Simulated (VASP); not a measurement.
Runs of VASP 6.6.1 on SiTeS. The structure is that of space group P4/mmm (No. 123), or close to it. The cells are those of the table. The cell was generated, and may not be a known phase.

```tsv
task	cell	k mesh	cutoff (eV)	gap on the mesh (eV)	pressure (GPa)	relaxed volume (Å³/atom)
single point	a = 3.389, b = 3.389, c = 5.649 Å, 3 atoms	6 × 6 × 4	520	none	-0.3	-
single point	a = 3.389, b = 3.389, c = 5.649 Å, 3 atoms	4 × 4 × 4	520	none	0.0	-
relaxation of cell and atoms	relaxed from a = 3.389, b = 3.389, c = 5.649 Å, 3 atoms	6 × 6 × 4	600	none	-0.3	21.63
single point	a = 3.373, b = 3.373, c = 5.744 Å, 3 atoms	14 × 14 × 8	520	none	(a)	-
relaxation of cell and atoms	relaxed from a = 4.104, b = 4.104, c = 4.801 Å, 3 atoms	4 × 4 × 4	600	none	0.1	21.62
single point	a = 4.104, b = 4.104, c = 4.801 Å, 3 atoms	4 × 4 × 4	520	none	(b)	-
relaxation of cell and atoms	relaxed from a = 3.389, b = 3.389, c = 5.649 Å, 3 atoms	14 × 14 × 8	600	none	0.0	21.75
```

Alike in all rows: level PBE; potentials or basis VASP PAW PBE potentials, release 64 (Si, Te, S); no spin polarisation; smearing gaussian 0.1 eV.

Fill in the values left out.

(a) -0.1; (b) 0.2.

Caveats: some runs use coarse meshes; spin-orbit coupling is left out, which moves the levels of the heavy elements; the volume moved by over 15 % at a fixed basis, so the end points are rough (at least some runs).

A k mesh can miss the band edges, and the runs leave out spin-orbit coupling on Te.

A gap of «none» marks levels without a gap at the run's occupations.
